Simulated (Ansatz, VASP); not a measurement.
Pb: VASP beside Ansatz

INCAR

```
ALGO = Fast
EDIFF = 1E-7
ENCUT = 520
GGA = PE
ISIF = 2
ISMEAR = 0
LASPH = T
LCHARG = F
LREAL = F
LWAVE = F
NBANDS = 21
NELM = 80
PREC = Accurate
SIGMA = 0.1
```

The input KPOINTS:

```
k-points
0
Gamma
  12 12 8
```

File POSCAR:

```
Pb
1.0
    3.6465535237      0.0009744002     -0.0732888145
   -1.8224329065      3.1565563815      0.1465867005
   -0.1177254000      0.2039232000      5.5212430000
Pb
2
Direct
    0.3532419593      0.6766209797      0.2500000000
    0.6467580407      0.3233790203      0.7500000000
```

Input for Ansatz:

```yaml
crystal:
  lattice:
    - [3.6465535237, 0.0009744002, -0.0732888145]
    - [-1.8224329065, 3.1565563815, 0.1465867005]
    - [-0.1177254, 0.2039232, 5.521243]
  atoms:
    - { symbol: Pb, position: [0.3532419593, 0.6766209797, 0.25] }
    - { symbol: Pb, position: [0.6467580407, 0.3233790203, 0.75] }
basis:
  ecutwfc: 420
kpoints:
  mp_grid: { grid: [12, 12, 8] }
hamiltonian:
  xc: pbe
scf:
  occupations: { method: gaussian, width: 0.1 }
output:
  forces: true
  stress: true
  eigenvalues: true
```

Alike in both runs: task single point; functional PBE; k mesh 12 × 12 × 8; occupations gaussian, width 0.1 eV; no spin polarisation.

```csv
,VASP,Ansatz
version,VASP 6.6.1,Ansatz 0.2.0
potentials or method,"VASP PAW PBE potentials, release 64 (Pb_d), cutoff 520 eV","scalar-relativistic, plane waves, PAW"
valence electrons in the cell,28,28
```

|  | VASP | Ansatz | Ansatz less VASP |
| --- | --- | --- | --- |
| gap on the k mesh at the Fermi level (eV) | none | none | - |
| pressure (GPa) | 0.6 | 0.6 | +0.05 |
| traceless stress, the component that is largest in VASP (GPa) | 2.22 | 2.22 | 0.000 |
| rms of the force components (eV/Å) | 0.055 | 0.055 | 0.0000 |

Atom by atom the forces differ by 0.000 eV/Å (rms over components). A gap of «none» marks a metal or a gap that the smearing closes. With one functional, cell and mesh, what is left measures potentials, basis and numerics. Ansatz's warnings: structure snapped to symmetry.

Spin-orbit coupling is off throughout.
